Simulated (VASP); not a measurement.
# Ti (P6/mmm) in VASP: a series of runs

Ti is run at these levels: PBEsol; tasks: single point.

All numbers are computed with VASP 6.6.1; they aren't measurements. Logs are shortened: lines on timing, memory, paths and dates and some standing lists are left out, and cuts for length are marked.

## 1. The cell of the first run

Symmetry: P6/mmm, No. 191, hexagonal system. The conventional cell has a = 4.515 Å, b = 4.515 Å, c = 2.799 Å, α = 90.00°, β = 90.00°, γ = 120.00°. Within 3.7 Å of Ti (site symmetry 6/mmm) lie 14 Ti at 2.80 to 2.96 Å. Ti (site symmetry -6m2) has 11 Ti at 2.61 to 2.96 Å within 3.4 Å.

This isn't the form of Ti at room conditions, which is hcp.

## 2. Single point, PBEsol

Input file INCAR:

```
PREC = Accurate
ENCUT = 520
EDIFF = 1E-6
ISMEAR = 0
SIGMA = 0.1
LREAL = False
LASPH = True
NELM = 60
ALGO = Fast
ISIF = 2
LWAVE = False
LCHARG = False
GGA = PS
NBANDS = 25
```

Input file KPOINTS:

```
Automatic mesh
0
Gamma
  12 12 18
```

Input file POSCAR:

```
Ti
1.0
    4.5152900523      0.0000000000      0.0000000000
   -2.2576450261      3.9103558907      0.0000000000
    0.0000000000      0.0000000000      2.7987936485
Ti
3
Direct
    0.0000000000      0.0000000000      0.0000000000
    0.3333333333      0.6666666667      0.5000000000
    0.6666666667      0.3333333333      0.5000000000
```

Potentials or basis: VASP PAW PBE potentials, release 64 (Ti_sv).

Run with:

```sh
$ cat potpaw_PBE.64/Ti_sv/POTCAR > POTCAR
$ mpirun -np 1 vasp_std > vasp.out
```

OUTCAR:

```text
PREC = Accurate
   ENCUT = 520
   EDIFF = 1E-6
   ISMEAR = 0
   LREAL = False
   LASPH = True
   NELM = 60
   ISIF = 2
   GGA = PS

 ion  position               nearest neighbor table
   1  0.000  0.000  0.000-
   2  0.333  0.667  0.500-   3 2.61   3 2.61   3 2.61
   3  0.667  0.333  0.500-   2 2.61   2 2.61   2 2.61

  LATTYP: Found a hexagonal cell.
 ALAT       =     4.5152900523
 C/A-ratio  =     0.6198480310

  Lattice vectors:

 A1 = (   4.5152900523,   0.0000000000,   0.0000000000)
 A2 = (  -2.2576450261,   3.9103558907,   0.0000000000)
 A3 = (   0.0000000000,   0.0000000000,   2.7987936485)

Analysis of symmetry for initial positions (statically):
=====================================================================
 Subroutine PRICEL returns:
 Original cell was already a primitive cell.

 Routine SETGRP: Setting up the symmetry group for a
 hexagonal supercell.

 Subroutine GETGRP returns: Found 24 space group operations
 (whereof 24 operations were pure point group operations)
 out of a pool of 24 trial point group operations.

The static configuration has the point symmetry D_6h.

Analysis of symmetry for dynamics (positions and initial velocities):
=====================================================================
 Subroutine PRICEL returns:
 Original cell was already a primitive cell.

 Routine SETGRP: Setting up the symmetry group for a
 hexagonal supercell.

 Subroutine GETGRP returns: Found 24 space group operations
 (whereof 24 operations were pure point group operations)
 out of a pool of 24 trial point group operations.

The dynamic configuration has the point symmetry D_6h.

 Subroutine INISYM returns: Found 24 space group operations
 (whereof 24 operations are pure point group operations),
 and found     1 'primitive' translations

----------------------------------------------------------------------------------------

                                     Primitive cell

  volume of cell :      49.4166

  direct lattice vectors                    reciprocal lattice vectors
     4.515290052  0.000000000  0.000000000     0.221469715  0.127865599  0.000000000
    -2.257645026  3.910355891  0.000000000     0.000000000  0.255731199  0.000000000
     0.000000000  0.000000000  2.798793648     0.000000000  0.000000000  0.357296795

  length of vectors
     4.515290052  4.515290052  2.798793648     0.255731199  0.255731199  0.357296795

  position of ions in fractional coordinates (direct lattice)
     0.000000000  0.000000000  0.000000000
     0.333333333  0.666666667  0.500000000
     0.666666667  0.333333333  0.500000000

  ion indices of the primitive-cell ions
   primitive index   ion index
                 1           1
                 2           2
                 3           3

----------------------------------------------------------------------------------------

 KPOINTS: Automatic mesh

Automatic generation of k-mesh.
 Grid dimensions read from file:
 generate k-points for:   12   12   18

 Generating k-lattice:

  Cartesian coordinates                     Fractional coordinates (reciprocal lattice)
     0.018455810  0.010655467  0.000000000     0.083333333  0.000000000  0.000000000
     0.000000000  0.021310933  0.000000000     0.000000000  0.083333333  0.000000000
     0.000000000  0.000000000  0.019849822     0.000000000  0.000000000  0.055555556

  Length of vectors
     0.021310933  0.021310933  0.019849822

  Shift w.r.t. Gamma in fractional coordinates (k-lattice)
     0.000000000  0.000000000  0.000000000

 Subroutine IBZKPT returns following result:
 ===========================================

 Found    190 irreducible k-points:

 Following reciprocal coordinates:
            Coordinates               Weight
  0.000000  0.000000  0.000000      1.000000
  0.083333 -0.000000  0.000000      6.000000
  0.166667 -0.000000  0.000000      6.000000
  0.250000 -0.000000  0.000000      6.000000
  0.333333  0.000000  0.000000      6.000000
  0.416667 -0.000000  0.000000      6.000000
[... 16 lines left out ...]
  0.250000 -0.000000  0.055556     12.000000
  0.333333  0.000000  0.055556     12.000000
 [... further k-points ...]
   k-points           NKPTS =    190   k-points in BZ     NKDIM =    190   number of bands    NBANDS=     25
   number of dos      NEDOS =    301   number of ions     NIONS =      3
   total plane-waves  NPLWV =  31104
   dimension x,y,z NGX =    36 NGY =   36 NGZ =   24
   dimension x,y,z NGXF=    72 NGYF=   72 NGZF=   48
   ions per type =               3
   NGX,Y,Z   is equivalent  to a cutoff of  13.25, 13.25, 14.26 a.u.
   NGXF,Y,Z  is equivalent  to a cutoff of  26.51, 26.51, 28.51 a.u.
 SYSTEM =  unknown system
   PREC   = accura    normal or accurate (medium, high low for compatibility)
   ISTART =      0    job   : 0-new  1-cont  2-samecut
   ICHARG =      2    charge: 1-file 2-atom 10-const
   ISPIN  =      1    spin polarized calculation?
   LNONCOLLINEAR =      F non collinear calculations
   LSORBIT =      F    spin-orbit coupling
   LASPH  =      T    aspherical Exc in radial PAW
   ENCUT  =  520.0 eV  38.22 Ry    6.18 a.u.   8.40  8.40  5.20*2*pi/ulx,y,z
   NELM   =     60;   NELMIN=  2; NELMDL= -5     # of ELM steps
   EDIFF  = 0.1E-05   stopping-criterion for ELM
   LREAL  =      F    real-space projection
[... 7 lines left out ...]
   TEBEG  =    0.0;   TEEND  =   0.0 temperature during run
   PSTRESS=    0.0 pullay stress
   NELECT =      36.0000    total number of electrons
   NUPDOWN=      -1.0000    fix difference up-down
   EMIN   =  10.00;   EMAX   =-10.00  energy-range for DOS
   EFERMI =   0.00;   METHOD = LEGACY
   ISMEAR =     0;   SIGMA  =   0.10  broadening in eV -4-tet -1-fermi 0-gaus
   EFERMI_NEDOS =   21; number of points for ismear=-14 and -15
   IALGO  =     68    algorithm
   IMIX   =      4    mixing-type and parameters
     AMIX     =   0.40;   BMIX     =  1.00
     AMIX_MAG =   1.60;   BMIX_MAG =  1.00
  volume/ion in A,a.u.               =      16.47       111.16
  Fermi-wavevector in a.u.,A,eV,Ry     =   1.473052  2.783665 29.523037  2.169882
  Thomas-Fermi vector in A             =   2.587992
   LORBIT       =      0    0 simple, 1 ext, 2 COOP (PROOUT), +10 PAW based schemes
   GGA     = PS    functional components
   LHFCALC =     F    Hartree Fock is set to
   AEXX    =    0.0000 exact exchange contribution
   IVDW    =     0    specifies the selected vdW correction
   LEPSILON=     F    determine dielectric tensor
   LRPA    =     F    only Hartree local field effects (RPA)
 non-spin polarized calculation
 RMM-DIIS sequential band-by-band and
 Gauss-broadening in eV      SIGMA  =   0.10
  energy-cutoff  :      520.00
  volume of cell :       49.42
 maximum number of plane-waves:      1366
 NGX is ok and might be reduce to    36
   NGX = 17   NGY = 17   NGZ = 11

 number of electron      36.0000008 magnetization

 Free energy of the ion-electron system (eV)
  ---------------------------------------------------
  ext. energy  EPLUGINS =         0.00000000
  ---------------------------------------------------
  free energy    TOTEN  =       -25.06588977 eV

  energy without entropy =      -25.05254876  energy(sigma->0) =      -25.05921926

 E-fermi :   8.6637     XC(G=0): -11.8908

 val. band max:        8.6504036018   @ k =   0.4167   0.0833   0.1667
 cond. band min:       8.6675009967   @ k =   0.3333   0.2500   0.3889
 fundamental gap:      0.0170973949
 Fermi energy:         8.6637146596

 k-point     1 :       0.0000    0.0000    0.0000
  band No.  band energies     occupation
      1     -47.9242      2.00000
      2     -47.6586      2.00000
      3     -47.4691      2.00000
      4     -24.3540      2.00000
      5     -24.3540      2.00000
      6     -24.2640      2.00000
[... 17 lines left out ...]
     24      10.6226      0.00000
     25      10.6335      0.00000

 k-point     2 :       0.0833   -0.0000    0.0000
  band No.  band energies     occupation
      1     -47.9228      2.00000
      2     -47.6568      2.00000
      3     -47.4724      2.00000
      4     -24.3868      2.00000
      5     -24.3807      2.00000
      6     -24.2305      2.00000
[... 17 lines left out ...]
     24      10.3626      0.00000
     25      10.8539      0.00000

 k-point     3 :       0.1667   -0.0000    0.0000
  band No.  band energies     occupation
      1     -47.9191      2.00000
      2     -47.6515      2.00000
      3     -47.4818      2.00000
      4     -24.4393      2.00000
      5     -24.4082      2.00000
      6     -24.1763      2.00000
[... 17 lines left out ...]
     24      10.2483      0.00000
     25      11.1247      0.00000

 k-point     4 :       0.2500   -0.0000    0.0000
  band No.  band energies     occupation
      1     -47.9142      2.00000
      2     -47.6424      2.00000
      3     -47.4963      2.00000
      4     -24.4871      2.00000
      5     -24.4107      2.00000
      6     -24.1258      2.00000
[... 17 lines left out ...]
     24      10.5171      0.00000
     25      11.4746      0.00000

 k-point     5 :       0.3333    0.0000    0.0000
  band No.  band energies     occupation
      1     -47.9095      2.00000
      2     -47.6300      2.00000
      3     -47.5139      2.00000
      4     -24.5243      2.00000
      5     -24.3866      2.00000
      6     -24.0860      2.00000
[... 17 lines left out ...]
     24      10.8475      0.00000
     25      11.4374      0.00000

 k-point     6 :       0.4167   -0.0000    0.0000
  band No.  band energies     occupation
      1     -47.9062      2.00000
      2     -47.6170      2.00000
      3     -47.5307      2.00000
      4     -24.5478      2.00000
      5     -24.3459      2.00000
      6     -24.0976      2.00000
[... 17 lines left out ...]
     24      11.0528      0.00000
     25      11.2086      0.00000
[... 393 lines left out ...]
 k-point    21 :       0.0833   -0.0000    0.0556
  band No.  band energies     occupation
      1     -47.9204      2.00000
      2     -47.6554      2.00000
      3     -47.4705      2.00000
      4     -24.3830      2.00000
      5     -24.3771      2.00000
      6     -24.2288      2.00000
[... 17 lines left out ...]
     24      10.3709      0.00000
     25      10.9082      0.00000

 k-point    22 :       0.1667   -0.0000    0.0556
  band No.  band energies     occupation
      1     -47.9168      2.00000
      2     -47.6500      2.00000
      3     -47.4799      2.00000
      4     -24.4348      2.00000
      5     -24.4045      2.00000
      6     -24.1755      2.00000
[... 17 lines left out ...]
     24      10.2827      0.00000
     25      11.1799      0.00000

 k-point    23 :       0.2500   -0.0000    0.0556
  band No.  band energies     occupation
      1     -47.9121      2.00000
      2     -47.6407      2.00000
      3     -47.4944      2.00000
      4     -24.4822      2.00000
      5     -24.4074      2.00000
      6     -24.1261      2.00000
[... 17 lines left out ...]
     24      10.5053      0.00000
     25      11.4803      0.00000

 k-point    24 :       0.3333    0.0000    0.0556
  band No.  band energies     occupation
      1     -47.9075      2.00000
      2     -47.6282      2.00000
      3     -47.5120      2.00000
      4     -24.5190      2.00000
      5     -24.3842      2.00000
      6     -24.0871      2.00000
[... 17 lines left out ...]
     24      10.8335      0.00000
     25      11.4256      0.00000

 [... further k-points ...]

------------------------ aborting loop because EDIFF is reached ----------------------------------------

  FORCE on cell =-STRESS in cart. coord.  units (eV):
  Direction    XX          YY          ZZ          XY          YZ          ZX
  --------------------------------------------------------------------------------------
  -------------------------------------------------------------------------------------
  Total       -0.1002689     -0.1002689     -0.0741723     -0.0000000      0.0000000      0.0000000
  in kB       -3.2509020     -3.2509020     -2.4048018     -0.0000000      0.0000000      0.0000000
  external PRESSURE =      -2.9688686 kB  Pullay stress =       0.0000000 kB

 VOLUME and BASIS-vectors are now :
 -----------------------------------------------------------------------------
  energy-cutoff  :      520.00
  volume of cell :       49.42
      direct lattice vectors                 reciprocal lattice vectors
     4.515290052  0.000000000  0.000000000     0.221469715  0.127865599  0.000000000
    -2.257645026  3.910355891  0.000000000     0.000000000  0.255731199  0.000000000
     0.000000000  0.000000000  2.798793648     0.000000000  0.000000000  0.357296795

 POSITION                                       TOTAL-FORCE (eV/Angst)
 -----------------------------------------------------------------------------------
      0.00000      0.00000      0.00000         0.000000      0.000000     -0.000000
     -0.00000      2.60690      1.39940         0.000000     -0.000000      0.000000
      2.25765      1.30345      1.39940        -0.000000      0.000000     -0.000000
 -----------------------------------------------------------------------------------
    total drift:                                0.000000      0.000000     -0.000000

  FREE ENERGIE OF THE ION-ELECTRON SYSTEM (eV)
  ---------------------------------------------------
  free  energy   TOTEN  =       -25.0658897732 eV

  energy  without entropy=      -25.0525487553  energy(sigma->0) =      -25.05921926
```

Run time: 5.7 min. Hardware: 1 thread of Intel Xeon 6975P-C (Granite Rapids), shared host; peak memory 0.31 GiB.

Results:

- Free energy: -25.0659 eV
- Pressure: -0.3 GPa
- Band gap on the k mesh: zero (bands 18 and 19 overlap by 0.36 eV)

Stress tensor (GPa, compression positive):
```
-0.33  0.00  0.00
 0.00 -0.33  0.00
 0.00  0.00 -0.24
```

Caveat: the PAW data sets were made with another functional, which shifts forces and pressure a little.

## 3. Single point, PBEsol (equal strain along all axes, cell held: +1.0 %)

Input file INCAR:

```
SYSTEM = Ti
PREC     = Accurate       ! precision mode
ENCUT    = 520            ! plane-wave cutoff, eV
EDIFF    = 1E-6           ! SCF threshold, eV
ISMEAR   = 0              ! smearing method
SIGMA    = 0.1            ! smearing width, eV
LREAL    = .FALSE.        ! projectors in reciprocal space
LASPH    = .TRUE.         ! aspherical terms in the spheres
NELM     = 80             ! most SCF steps
ALGO     = Fast           ! electronic algorithm
ISIF     = 2              ! what is computed and relaxed
LWAVE    = .FALSE.        ! write WAVECAR
LCHARG   = .FALSE.        ! write CHGCAR
GGA      = PS             ! functional
NBANDS   = 25             ! bands
```

Input file KPOINTS:

```
regular mesh
0
G
  12 12 18
  0 0 0
```

Input file POSCAR:

```
Ti
1.0
    4.5604429528      0.0000000000      0.0000000000
   -2.2802214764      3.9494594496      0.0000000000
    0.0000000000      0.0000000000      2.8267815850
Ti
3
Direct
    0.0000000000      0.0000000000      0.0000000000
    0.3333333333      0.6666666667      0.5000000000
    0.6666666667      0.3333333333      0.5000000000
```

Potentials or basis: VASP PAW PBE potentials, release 64 (Ti_sv).

Run with:

```sh
$ cat potpaw_PBE.64/Ti_sv/POTCAR > POTCAR
$ mpirun -np 1 vasp_std > vasp.out
```

It took 6.4 min on 1 thread of Intel Xeon 6975P-C (Granite Rapids), shared host; peak memory 0.3 GiB.

It converged, with:

```yaml
Free_energy: -25.0479 eV
Pressure: -3.7 GPa
Band_gap_on_the_k_mesh: zero (bands 18 and 19 overlap by 0.34 eV)
```

Stress tensor (GPa, compression positive):
```
-3.68  0.00  0.00
 0.00 -3.68  0.00
 0.00  0.00 -3.81
```

Levels at points of the mesh, in eV from the Fermi level:
| k point | band 14 | band 15 | band 16 | band 17 | band 18 | band 19 | band 20 | band 21 | band 22 | band 23 |
| --- | --- | --- | --- | --- | --- | --- | --- | --- | --- | --- |
| (0.00, 0.00, 0.00) | -1.97 | -0.71 | -0.71 | -0.61 | -0.61 | -0.02 | 0.69 | 1.30 | 1.30 | 1.82 |
| (0.50, 0.00, 0.00) | -3.57 | -2.65 | -0.42 | -0.40 | -0.35 | 0.05 | 0.54 | 1.02 | 1.15 | 1.92 |
| (0.00, 0.00, 0.50) | -2.11 | -2.11 | -1.74 | -1.63 | -1.63 | 1.07 | 1.07 | 1.25 | 1.25 | 2.97 |
| (0.50, 0.00, 0.50) | -2.13 | -1.71 | -1.18 | -0.68 | -0.65 | 0.35 | 0.81 | 0.94 | 1.05 | 2.25 |

Caveat: the cell differs from its parent crystal (equal strain along all axes, cell held: +1.0 %); the cell stands under tension; the PAW data sets were made with another functional, which shifts forces and pressure a little.
